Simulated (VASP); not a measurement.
A run of VASP 6.6.1 is set up as follows.

File INCAR:

```
SYSTEM = MnS
ALGO     = Normal         ! electronic algorithm
EDIFF    = 1E-6           ! SCF threshold, eV
ENCUT    = 520            ! plane-wave cutoff, eV
GGA      = PE             ! functional
ISIF     = 2              ! what is computed and relaxed
ISMEAR   = 0              ! smearing method
ISPIN    = 2              ! spin polarisation
LASPH    = .True.         ! aspherical terms in the spheres
LCHARG   = .True.         ! write CHGCAR
LELF     = .True.         ! ELF
LMAXMIX  = 4              ! l up to which the mixer works
LORBIT   = 11             ! projections on sites
LREAL    = .False.        ! projectors in reciprocal space
LVHAR    = .True.       
LWAVE    = .False.        ! write WAVECAR
MAGMOM   = 4 0            ! initial moments
NBANDS   = 20             ! bands
NELM     = 150            ! most SCF steps
PREC     = Accurate       ! precision mode
SIGMA    = 0.027000000000000003 ! smearing width, eV
```

KPOINTS

```
k-points
0
Gamma
  9 9 9
  0 0 0
```

POSCAR

```
MnS
1.0
    0.0000000000      2.6045000000      2.6045000000
    2.6045000000      0.0000000000      2.6045000000
    2.6045000000      2.6045000000      0.0000000000
Mn S
1 1
Direct
    0.0000000000      0.0000000000      0.0000000000
    0.5000000000      0.5000000000      0.5000000000
```

Potentials or basis: VASP PAW PBE potentials, release 64 (Mn_pv, S).

Command:

```bash
$ cat potpaw_PBE.64/Mn_pv/POTCAR potpaw_PBE.64/S/POTCAR > POTCAR
$ mpirun -np 1 vasp_std > vasp.out
```

**Question.** What does it give for the site moments?

**Answer.** Mn +4.26; S +0.11 μB.

**Question.** Predict the net moment.

**Answer.** 4.72 μB per cell.

Caveat: a cell with one magnetic atom can't hold antiferromagnetic order, which such compounds often take.
